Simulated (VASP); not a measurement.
# AlP2 (P6_3mc) in VASP: a series of runs

The runs below take AlP2 through relaxation of cell and atoms, single point, with PBE.

Everything below comes from runs of VASP 6.6.1. Logs are shortened: lines on timing, memory, paths and dates and some standing lists are left out, and cuts for length are marked.

## 1. The cell of the first run

The structure is hexagonal, space group P6_3mc (No. 186). Conventional cell: a = 3.376 Å, b = 3.376 Å, c = 10.641 Å, α = 90.00°, β = 90.00°, γ = 120.00°. Al (site symmetry 3m) has 6 P at 2.36 Å within 3.1 Å. Within 3.1 Å of P (site symmetry 3m) lie 3 Al at 2.36 Å. Within 3.1 Å of P (site symmetry 3m) lie 3 Al at 2.36 Å.

## 2. Relaxation of cell and atoms, PBE

The input, INCAR:

```
  ALGO = Normal
  EDIFF = 1E-6
  EDIFFG = -0.04
  ENCUT = 600
  GGA = PE
  IBRION = 2
  ISIF = 3
  ISMEAR = 0
  LASPH = T
  LCHARG = F
  LREAL = F
  LWAVE = F
  NELM = 80
  NSW = 90
  PREC = Accurate
  SIGMA = 0.1
```

The input, KPOINTS:

```
k-points
0
Gamma
  6 6 2
```

The input, POSCAR:

```
AlP2
1.0
    3.3759913888      0.0000000000      0.0000000000
   -1.6879956944      2.9236943057      0.0000000000
    0.0000000000      0.0000000000     10.6413634935
Al P
2 4
Direct
    0.3333333333      0.6666666667      0.3750000000
    0.6666666667      0.3333333333      0.8750000000
    0.3333333333      0.6666666667      0.0000000000
    0.6666666667      0.3333333333      0.5000000000
    0.0000000000      0.0000000000      0.2500000000
    0.0000000000      0.0000000000      0.7500000000
```

Potentials or basis: VASP PAW PBE potentials, release 64 (Al, P).

Started as:

```
$ cat potpaw_PBE.64/Al/POTCAR potpaw_PBE.64/P/POTCAR > POTCAR
$ mpirun -np 1 vasp_std > vasp.out
```

OUTCAR:

```text
EDIFF = 1E-6
   EDIFFG = -0.04
   ENCUT = 600
   GGA = PE
   IBRION = 2
   ISIF = 3
   ISMEAR = 0
   LASPH = T
   LREAL = F
   NELM = 80
   NSW = 90
   PREC = Accurate

 ion  position               nearest neighbor table
   1  0.333  0.667  0.375-   5 2.36   4 2.36   4 2.36   5 2.36   5 2.36   4 2.36
   2  0.667  0.333  0.875-   6 2.36   3 2.36   3 2.36   6 2.36   6 2.36   3 2.36
   3  0.333  0.667  0.000-   2 2.36   2 2.36   2 2.36
   4  0.667  0.333  0.500-   1 2.36   1 2.36   1 2.36
   5  0.000  0.000  0.250-   1 2.36   1 2.36   1 2.36
   6  0.000  0.000  0.750-   2 2.36   2 2.36   2 2.36

  LATTYP: Found a hexagonal cell.
 ALAT       =     3.3759913888
 C/A-ratio  =     3.1520706862

  Lattice vectors:

 A1 = (   3.3759913888,   0.0000000000,   0.0000000000)
 A2 = (  -1.6879956944,   2.9236943057,   0.0000000000)
 A3 = (   0.0000000000,   0.0000000000,  10.6413634935)

Analysis of symmetry for initial positions (statically):
=====================================================================
 Subroutine PRICEL returns:
 Original cell was already a primitive cell.

 Routine SETGRP: Setting up the symmetry group for a
 hexagonal supercell.

 Subroutine GETGRP returns: Found 12 space group operations
 (whereof  6 operations were pure point group operations)
 out of a pool of 24 trial point group operations.

The static configuration has the point symmetry C_3v.
 The point group associated with its full space group is C_6v.

Analysis of symmetry for dynamics (positions and initial velocities):
=====================================================================
 Subroutine PRICEL returns:
 Original cell was already a primitive cell.

 Routine SETGRP: Setting up the symmetry group for a
 hexagonal supercell.

 Subroutine GETGRP returns: Found 12 space group operations
 (whereof  6 operations were pure point group operations)
 out of a pool of 24 trial point group operations.

The dynamic configuration has the point symmetry C_3v.
 The point group associated with its full space group is C_6v.

 Subroutine INISYM returns: Found 12 space group operations
 (whereof  6 operations are pure point group operations),
 and found     1 'primitive' translations

----------------------------------------------------------------------------------------

                                     Primitive cell

  volume of cell :     105.0342
[... 79 lines left out ...]
   ICHARG =      2    charge: 1-file 2-atom 10-const
   ISPIN  =      1    spin polarized calculation?
   LNONCOLLINEAR =      F non collinear calculations
   LSORBIT =      F    spin-orbit coupling
   LASPH  =      T    aspherical Exc in radial PAW
   ENCUT  =  600.0 eV  44.10 Ry    6.64 a.u.   6.74  6.74 21.25*2*pi/ulx,y,z
   NELM   =     80;   NELMIN=  2; NELMDL= -5     # of ELM steps
   EDIFF  = 0.1E-05   stopping-criterion for ELM
   LREAL  =      F    real-space projection
   EDIFFG = -.4E-01   stopping-criterion for IOM
   NSW    =     90    number of steps for IOM
   IBRION =      2    ionic relax: 0-MD 1-quasi-New 2-CG
   NFREE  =      1    steps in history (QN), initial steepest desc. (CG)
   ISIF   =      3    stress and relaxation
   ISYM   =      2    0-nonsym 1-usesym 2-fastsym
   POTIM  = 0.5000    time-step for ionic-motion
   TEBEG  =    0.0;   TEEND  =   0.0 temperature during run
   PSTRESS=    0.0 pullay stress
   NELECT =      26.0000    total number of electrons
   NUPDOWN=      -1.0000    fix difference up-down
   EMIN   =  10.00;   EMAX   =-10.00  energy-range for DOS
   EFERMI =   0.00;   METHOD = LEGACY
   ISMEAR =     0;   SIGMA  =   0.10  broadening in eV -4-tet -1-fermi 0-gaus
   EFERMI_NEDOS =   21; number of points for ismear=-14 and -15
   IALGO  =     38    algorithm
   IMIX   =      4    mixing-type and parameters
     AMIX     =   0.40;   BMIX     =  1.00
     AMIX_MAG =   1.60;   BMIX_MAG =  1.00
  volume/ion in A,a.u.               =      17.51       118.13
  Fermi-wavevector in a.u.,A,eV,Ry     =   1.027912  1.942471 14.375946  1.056602
  Thomas-Fermi vector in A             =   2.161881
   LORBIT       =      0    0 simple, 1 ext, 2 COOP (PROOUT), +10 PAW based schemes
   GGA     = PE    functional components
   LHFCALC =     F    Hartree Fock is set to
   AEXX    =    0.0000 exact exchange contribution
   IVDW    =     0    specifies the selected vdW correction
   LEPSILON=     F    determine dielectric tensor
   LRPA    =     F    only Hartree local field effects (RPA)
 conjugate gradient relaxation of ions
 non-spin polarized calculation
 Gauss-broadening in eV      SIGMA  =   0.10
  energy-cutoff  :      600.00
  volume of cell :      105.03
 maximum number of plane-waves:      3530
 NGX is ok and might be reduce to    28
   NGX = 13   NGY = 13   NGZ = 43

--------------------------------------- Ionic step        1  -------------------------------------------

 number of electron      25.9999998 magnetization

 Free energy of the ion-electron system (eV)
  ---------------------------------------------------
  ext. energy  EPLUGINS =         0.00000000
  ---------------------------------------------------
  free energy    TOTEN  =       -26.33353185 eV

  energy without entropy =      -26.31454633  energy(sigma->0) =      -26.32403909

------------------------ aborting loop because EDIFF is reached ----------------------------------------

  FORCE on cell =-STRESS in cart. coord.  units (eV):
  Direction    XX          YY          ZZ          XY          YZ          ZX
  --------------------------------------------------------------------------------------
  -------------------------------------------------------------------------------------
  Total        8.3169347      8.3169347      1.6597387      0.0000000      0.0000000      0.0000000
  in kB      126.8654322    126.8654323     25.3174370      0.0000000      0.0000000      0.0000000
  external PRESSURE =      93.0161005 kB  Pullay stress =       0.0000000 kB
[... 666 lines left out ...]
      4      -1.4761      2.00000
      5       1.7128      2.00000
      6       1.7128      2.00000
[... 9 lines left out ...]
     16      12.7235      0.00000
     17      13.9848      0.00000

[... ionic steps 4 to 19 ...]

--------------------------------------- Ionic step       20  -------------------------------------------

 number of electron      25.9999999 magnetization

------------------------ aborting loop because EDIFF is reached ----------------------------------------
[... 75 lines left out ...]
--------------------------------------- Ionic step       22  -------------------------------------------

 number of electron      25.9999999 magnetization

 Free energy of the ion-electron system (eV)
  ---------------------------------------------------
  ext. energy  EPLUGINS =         0.00000000
  ---------------------------------------------------
  free energy    TOTEN  =       -28.60187821 eV

  energy without entropy =      -28.58372598  energy(sigma->0) =      -28.59280210

 E-fermi :   8.1480     XC(G=0): -10.6041

 val. band max:        8.1292027510   @ k =   0.3333  -0.0000   0.0000
 cond. band min:       8.1551047840   @ k =   0.1667  -0.0000   0.0000
 fundamental gap:      0.0259020329
 Fermi energy:         8.1479847530
[... 311 lines left out ...]
  FREE ENERGIE OF THE ION-ELECTRON SYSTEM (eV)
  ---------------------------------------------------
  free  energy   TOTEN  =       -28.6018782117 eV

  energy  without entropy=      -28.5837259838  energy(sigma->0) =      -28.59280210

 reached required accuracy - stopping structural energy minimisation
```

OSZICAR:

```text
N       E                     dE             d eps       ncg     rms          rms(c)
DAV:   1     0.965780351333E+02    0.96578E+02   -0.11939E+04   476   0.146E+03
DAV:   2    -0.208338134385E+02   -0.11741E+03   -0.11554E+03   677   0.198E+02
DAV:   3    -0.268691865623E+02   -0.60354E+01   -0.59181E+01   610   0.465E+01
[... 214 lines left out ...]
DAV:   4    -0.286018875891E+02    0.60753E-04   -0.78590E-05   577   0.489E-02    0.152E-02
DAV:   5    -0.286018807721E+02    0.68170E-05   -0.77029E-06   572   0.163E-02    0.105E-02
DAV:   6    -0.286018791774E+02    0.15947E-05   -0.61175E-07   249   0.483E-03    0.367E-03
DAV:   7    -0.286018781735E+02    0.10039E-05   -0.27731E-07   246   0.338E-03    0.538E-04
DAV:   8    -0.286018782117E+02   -0.38178E-07   -0.37608E-08   244   0.145E-03
  22 F= -.28601878E+02 E0= -.28592802E+02  d E =-.126395E-02
```

It took 4 min on 1 thread of AMD EPYC 9R45 (Zen 5), shared host; peak memory 0.23 GiB.

What came out:

```yaml
Free_energy: -28.6019 eV
Relaxed_volume: 16.15 Å³/atom
Relaxed_cell: a = 3.435 Å, b = 3.435 Å, c = 9.482 Å, α = 90.00°, β = 90.00°, γ = 120.00°
Space_group_after_relaxing_to_0.05_Å: P6_3mc (No. 186)
Energy_gained_by_relaxing: 378.1 meV/atom
Ionic_steps: 22
Pressure_after_relaxing: -0.1 GPa
Largest_force_after_relaxing: 0.029 eV/Å
Band_gap_on_the_k_mesh: zero (band 13 reaches 9.42 eV, above the bottom of band 14 at 6.95 eV)
```

Forces on the atoms (eV/Å):
```
Al   0.000  0.000  0.029
Al   0.000  0.000  0.029
P    0.000  0.000 -0.005
P    0.000  0.000 -0.005
P    0.000  0.000 -0.024
P    0.000  0.000 -0.024
```

The path:
| step | energy change (eV) | largest force (eV/Å) | pressure (GPa) | volume (Å³) |
| --- | --- | --- | --- | --- |
| 1 | 0.0000 | 1.6593 | 9.30 | 105.03 |
| 2 | -0.4929 | 0.2068 | -6.07 | 121.15 |
| 3 | -0.5528 | 0.4898 | -2.93 | 116.60 |
| 4 | -0.8240 | 0.6474 | -2.74 | 113.62 |
| 5 | -1.6879 | 0.9340 | -0.11 | 103.96 |
| 6 | 0.7556 | 3.7793 | 28.65 | 81.22 |
| 7 | -1.5111 | 1.1859 | 3.52 | 101.24 |
| 8 | -1.4795 | 0.7142 | 7.36 | 95.40 |
| 9 | -1.5305 | 0.9642 | 5.66 | 97.77 |
| 10 | -1.6297 | 0.4901 | 3.38 | 98.68 |
| 11 | -1.6356 | 0.3231 | 2.71 | 99.00 |
| 12 | -1.6741 | 0.3519 | 1.63 | 100.22 |
| 13 | -1.7317 | 0.4184 | -1.25 | 103.89 |
| 14 | -1.7343 | 0.4323 | -1.91 | 104.81 |
| 15 | -1.7876 | 0.4696 | -1.92 | 104.62 |
| 16 | -1.8974 | 0.6818 | -2.07 | 103.81 |
| 17 | -1.9050 | 0.8025 | -2.20 | 103.40 |
| 18 | -2.0022 | 0.8998 | -1.24 | 101.21 |
| 19 | -2.1926 | 0.6095 | 2.39 | 94.71 |
| 20 | -2.2662 | 0.0634 | 0.68 | 96.13 |
| 21 | -2.2671 | 0.0569 | 0.51 | 96.31 |
| 22 | -2.2683 | 0.0288 | -0.08 | 96.91 |

Final structure:
```
Al P
1.0
     3.43535    0.00000    0.00000
    -1.71767    2.97510    0.00000
     0.00000    0.00000    9.48221
Al P
2 4
Direct
  0.33333 0.66667 0.37597
  0.66667 0.33333 0.87596
  0.33333 0.66667 0.04418
  0.66667 0.33333 0.54418
  0.00000 0.00000 0.20485
  0.00000 0.00000 0.70485
```

## 3. Single point, PBE

This run uses another cell than the first one, of 16.02 Å³/atom, 0.915 times its volume.

The input, INCAR:

```
SYSTEM = AlP2
PREC     = Accurate       ! precision mode
ENCUT    = 520            ! plane-wave cutoff, eV
EDIFF    = 1E-6           ! SCF threshold, eV
ISMEAR   = 0              ! smearing method
SIGMA    = 0.1            ! smearing width, eV
LREAL    = .FALSE.        ! projectors in reciprocal space
LASPH    = .TRUE.         ! aspherical terms in the spheres
NELM     = 80             ! most SCF steps
ALGO     = Normal         ! electronic algorithm
ISIF     = 2              ! what is computed and relaxed
LWAVE    = .FALSE.        ! write WAVECAR
LCHARG   = .FALSE.        ! write CHGCAR
GGA      = PE             ! functional
NBANDS   = 22             ! bands
```

The input, KPOINTS:

```
Automatic mesh
0
G
  12 12 4
  0 0 0
```

The input, POSCAR:

```
AlP2
1.0
    3.3955865046      0.0000000000      0.0000000000
   -1.6977932523      2.9406641737      0.0000000000
    0.0000000000      0.0000000000      9.6261818690
Al P
2 4
Direct
    0.3333333333      0.6666666667      0.3753599918
    0.6666666667      0.3333333333      0.8753599918
    0.3333333333      0.6666666667      0.0452210053
    0.6666666667      0.3333333333      0.5452210053
    0.0000000000      0.0000000000      0.2044190028
    0.0000000000      0.0000000000      0.7044190028
```

Potentials or basis: VASP PAW PBE potentials, release 64 (Al, P).

Started as:

```
$ cat potpaw_PBE.64/Al/POTCAR potpaw_PBE.64/P/POTCAR > POTCAR
$ mpirun -np 1 vasp_std > vasp.out
```

OUTCAR:

```text
SYSTEM = AlP2
   PREC = Accurate
   ENCUT = 520
   EDIFF = 1E-6
   ISMEAR = 0
   LREAL = .FALSE.
   LASPH = .TRUE.
   NELM = 80
   ISIF = 2
   GGA = PE

 ion  position               nearest neighbor table
   1  0.333  0.667  0.375-   4 2.55   4 2.55   4 2.55   5 2.56   5 2.56   5 2.56
   2  0.667  0.333  0.875-   3 2.55   3 2.55   3 2.55   6 2.56   6 2.56   6 2.56
   3  0.333  0.667  0.045-   5 2.49   5 2.49   5 2.49   2 2.55   2 2.55   2 2.55
   4  0.667  0.333  0.545-   6 2.49   6 2.49   6 2.49   1 2.55   1 2.55   1 2.55
   5  0.000  0.000  0.204-   3 2.49   3 2.49   3 2.49   1 2.56   1 2.56   1 2.56
   6  0.000  0.000  0.704-   4 2.49   4 2.49   4 2.49   2 2.56   2 2.56   2 2.56

  LATTYP: Found a hexagonal cell.
 ALAT       =     3.3955865046
 C/A-ratio  =     2.8349099209

  Lattice vectors:

 A1 = (   3.3955865046,   0.0000000000,   0.0000000000)
 A2 = (  -1.6977932523,   2.9406641737,   0.0000000000)
 A3 = (   0.0000000000,   0.0000000000,   9.6261818690)

Analysis of symmetry for initial positions (statically):
=====================================================================
 Subroutine PRICEL returns:
 Original cell was already a primitive cell.

 Routine SETGRP: Setting up the symmetry group for a
 hexagonal supercell.

 Subroutine GETGRP returns: Found 12 space group operations
 (whereof  6 operations were pure point group operations)
 out of a pool of 24 trial point group operations.

The static configuration has the point symmetry C_3v.
 The point group associated with its full space group is C_6v.

Analysis of symmetry for dynamics (positions and initial velocities):
=====================================================================
 Subroutine PRICEL returns:
 Original cell was already a primitive cell.

 Routine SETGRP: Setting up the symmetry group for a
 hexagonal supercell.
[... 128 lines left out ...]
   EFERMI =   0.00;   METHOD = LEGACY
   ISMEAR =     0;   SIGMA  =   0.10  broadening in eV -4-tet -1-fermi 0-gaus
   EFERMI_NEDOS =   21; number of points for ismear=-14 and -15
   IALGO  =     38    algorithm
   IMIX   =      4    mixing-type and parameters
     AMIX     =   0.40;   BMIX     =  1.00
     AMIX_MAG =   1.60;   BMIX_MAG =  1.00
  volume/ion in A,a.u.               =      16.02       108.11
  Fermi-wavevector in a.u.,A,eV,Ry     =   1.058753  2.000752 15.251549  1.120957
  Thomas-Fermi vector in A             =   2.194073
   LORBIT       =      0    0 simple, 1 ext, 2 COOP (PROOUT), +10 PAW based schemes
   GGA     = PE    functional components
   LHFCALC =     F    Hartree Fock is set to
   AEXX    =    0.0000 exact exchange contribution
   IVDW    =     0    specifies the selected vdW correction
   LEPSILON=     F    determine dielectric tensor
   LRPA    =     F    only Hartree local field effects (RPA)
 non-spin polarized calculation
 Gauss-broadening in eV      SIGMA  =   0.10
  energy-cutoff  :      520.00
  volume of cell :       96.12
 maximum number of plane-waves:      2628
 NGX is ok and might be reduce to    28
   NGX = 13   NGY = 13   NGZ = 35

 number of electron      26.0000002 magnetization

 Free energy of the ion-electron system (eV)
  ---------------------------------------------------
  ext. energy  EPLUGINS =         0.00000000
  ---------------------------------------------------
  free energy    TOTEN  =       -28.56983593 eV

  energy without entropy =      -28.56012881  energy(sigma->0) =      -28.56498237

 E-fermi :   8.2666     XC(G=0): -10.6453

 val. band max:        8.2554503999   @ k =   0.4167   0.0833   0.2500
 cond. band min:       8.2756932089   @ k =   0.3333   0.1667   0.0000
 fundamental gap:      0.0202428090
 Fermi energy:         8.2666300066

 k-point     1 :       0.0000    0.0000    0.0000
  band No.  band energies     occupation
      1      -6.5415      2.00000
      2      -5.9496      2.00000
      3      -3.4292      2.00000
      4      -0.9283      2.00000
      5       1.1038      2.00000
      6       5.7861      2.00000
[... 589 lines left out ...]
     21      13.7596      0.00000
     22      14.2137      0.00000

 [... further k-points ...]
[... 5 lines left out ...]
  --------------------------------------------------------------------------------------
  -------------------------------------------------------------------------------------
  Total       -0.0768074     -0.0768074     -0.0671520      0.0000000      0.0000000      0.0000000
  in kB       -1.2802635     -1.2802635     -1.1193233      0.0000000      0.0000000      0.0000000
  external PRESSURE =      -1.2266168 kB  Pullay stress =       0.0000000 kB

 VOLUME and BASIS-vectors are now :
 -----------------------------------------------------------------------------
  energy-cutoff  :      520.00
  volume of cell :       96.12
      direct lattice vectors                 reciprocal lattice vectors
     3.395586505  0.000000000  0.000000000     0.294499934  0.170029616  0.000000000
    -1.697793252  2.940664174  0.000000000     0.000000000  0.340059232  0.000000000
     0.000000000  0.000000000  9.626181869     0.000000000  0.000000000  0.103883348

 POSITION                                       TOTAL-FORCE (eV/Angst)
 -----------------------------------------------------------------------------------
     -0.00000      1.96044      3.61328        -0.000000      0.000000     -0.000535
      1.69779      0.98022      8.42637         0.000000     -0.000000     -0.000535
     -0.00000      1.96044      0.43531        -0.000000     -0.000000      0.008752
      1.69779      0.98022      5.24840         0.000000      0.000000      0.008752
      0.00000      0.00000      1.96777        -0.000000     -0.000000     -0.008217
      0.00000      0.00000      6.78087        -0.000000     -0.000000     -0.008217
 -----------------------------------------------------------------------------------
    total drift:                                0.000000      0.000000     -0.000007

  FREE ENERGIE OF THE ION-ELECTRON SYSTEM (eV)
  ---------------------------------------------------
  free  energy   TOTEN  =       -28.5698359314 eV

  energy  without entropy=      -28.5601288065  energy(sigma->0) =      -28.56498237
```

OSZICAR:

```text
N       E                     dE             d eps       ncg     rms          rms(c)
DAV:   1     0.688388319012E+02    0.68839E+02   -0.10750E+04  2508   0.101E+03
DAV:   2    -0.234213276757E+02   -0.92260E+02   -0.88314E+02  3192   0.158E+02
DAV:   3    -0.286279387216E+02   -0.52066E+01   -0.51475E+01  3408   0.348E+01
DAV:   4    -0.286869808026E+02   -0.59042E-01   -0.58986E-01  3098   0.445E+00
DAV:   5    -0.286878387726E+02   -0.85797E-03   -0.85789E-03  3288   0.542E-01    0.826E+00
DAV:   6    -0.285932681446E+02    0.94571E-01   -0.85931E-02  3138   0.144E+00    0.496E+00
DAV:   7    -0.285713787210E+02    0.21889E-01   -0.15701E-01  3176   0.179E+00    0.358E-01
DAV:   8    -0.285697887748E+02    0.15899E-02   -0.18331E-02  2922   0.698E-01    0.314E-01
DAV:   9    -0.285698806360E+02   -0.91861E-04   -0.74495E-04  3084   0.135E-01    0.145E-01
DAV:  10    -0.285698207868E+02    0.59849E-04   -0.43151E-04  3078   0.970E-02    0.292E-02
DAV:  11    -0.285698355558E+02   -0.14769E-04   -0.68266E-05  3206   0.402E-02    0.371E-02
DAV:  12    -0.285698359314E+02   -0.37562E-06   -0.32967E-06  2814   0.904E-03
   1 F= -.28569836E+02 E0= -.28564982E+02  d E =-.970712E-02
```

Wall time 55 s (1 thread of AMD EPYC 9R45 (Zen 5), shared host); peak memory 0.23 GiB.

What came out:

- Free energy: -28.5698 eV
- Pressure: -0.1 GPa
- Largest force: 0.009 eV/Å
- Band gap on the k mesh: zero (band 13 reaches 9.71 eV, above the bottom of band 14 at 6.96 eV)

Forces in eV/Å, atoms in the order of the input:
```
Al   0.000  0.000 -0.001
Al   0.000  0.000 -0.001
P    0.000  0.000  0.009
P    0.000  0.000  0.009
P    0.000  0.000 -0.008
P    0.000  0.000 -0.008
```
